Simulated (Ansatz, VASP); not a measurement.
Given: the input of a run of VASP 6.6.1 on Ru.

Contents of POSCAR:

```
Ru
1.0
    2.7058000000      0.0000000000      0.0000000000
   -1.3529000000      2.3432915376      0.0000000000
    0.0000000000      0.0000000000      4.2819000000
Ru
2
Direct
    0.6666666667      0.3333333333      0.7500000000
    0.3333333333      0.6666666667      0.2500000000
```

The input INCAR.step1:

```
SYSTEM = Ru
PREC = Accurate
ENCUT = 520
EDIFF = 1E-5
ISMEAR = -1
SIGMA = 0.05
LREAL = .False.
LASPH = .True.
NELM = 60
ALGO = Normal
ISIF = 2
LWAVE = .True.
LCHARG = .False.
GGA = PE
NBANDS = 21
```

File INCAR.step2:

```
SYSTEM = Ru
PREC = Accurate
ENCUT = 520
EDIFF = 1E-6
ISMEAR = -1
SIGMA = 0.05
LREAL = .False.
LASPH = .True.
NELM = 60
ALGO = Normal
ISIF = 2
LWAVE = .False.
LCHARG = .False.
GGA = B3
LHFCALC = .True.
AEXX = 0.2
AGGAX = 0.72
AGGAC = 0.81
ALDAC = 0.19
PRECFOCK = Normal
ISTART = 1
NBANDS = 21
```

Contents of KPOINTS:

```
Automatic mesh
0
Gamma
  6 6 3
  0 0 0
```

Potentials or basis: VASP PAW PBE potentials, release 64 (Ru_pv).

Run with:

```bash
$ cat potpaw_PBE.64/Ru_pv/POTCAR > POTCAR
$ cp INCAR.step1 INCAR
$ mpirun -np 1 vasp_std > vasp.out
$ cp INCAR.step2 INCAR
$ mpirun -np 1 vasp_std > vasp.out
```

Q: Translate it to Ansatz 0.2.0. Potentials there: Ansatz PAW.

A: As run (the cutoff follows the program's own potentials):

Contents of input.yaml:

```yaml
crystal:
  lattice:
    - [2.7058, 0.0, 0.0]
    - [-1.3529, 2.3432915376, 0.0]
    - [0.0, 0.0, 4.2819]
  atoms:
    - { symbol: Ru, position: [0.6666666667, 0.3333333333, 0.75] }
    - { symbol: Ru, position: [0.3333333333, 0.6666666667, 0.25] }
hamiltonian:
  xc: b3lyp
  pseudopotentials: { kind: paw }
kpoints:
  mp_grid: { grid: [6, 6, 3] }
scf:
  occupations: { method: fermi_dirac, width: 0.05 }
output:
  forces: true
  stress: true
  eigenvalues: true
```

Potentials or basis: Ansatz PAW.

Command:

```bash
$ ansatz run input.yaml --threads 2 --pin off --max-ram 5632MiB --backend cpu --events-out ev --progress --plain --runs-dir out
```

Both were run:

|  | VASP | Ansatz | Ansatz less VASP |
| --- | --- | --- | --- |
| gap on the k mesh at the Fermi level (eV) | none | none | - |
| pressure (GPa) | 7.0 | 6.0 | -1.02 |
| traceless stress, the component that is largest in VASP (GPa) | -5.63 | -5.94 | -0.313 |

VASP's potentials were made for PBE, not for B3LYP. A gap of «none» marks a metal or a gap that the smearing closes. VASP's potentials hold 28 valence electrons a cell and Ansatz's 32, so a difference there can come from the potentials and not from the codes.

The k mesh is coarse, so the values compare programs but aren't converged.
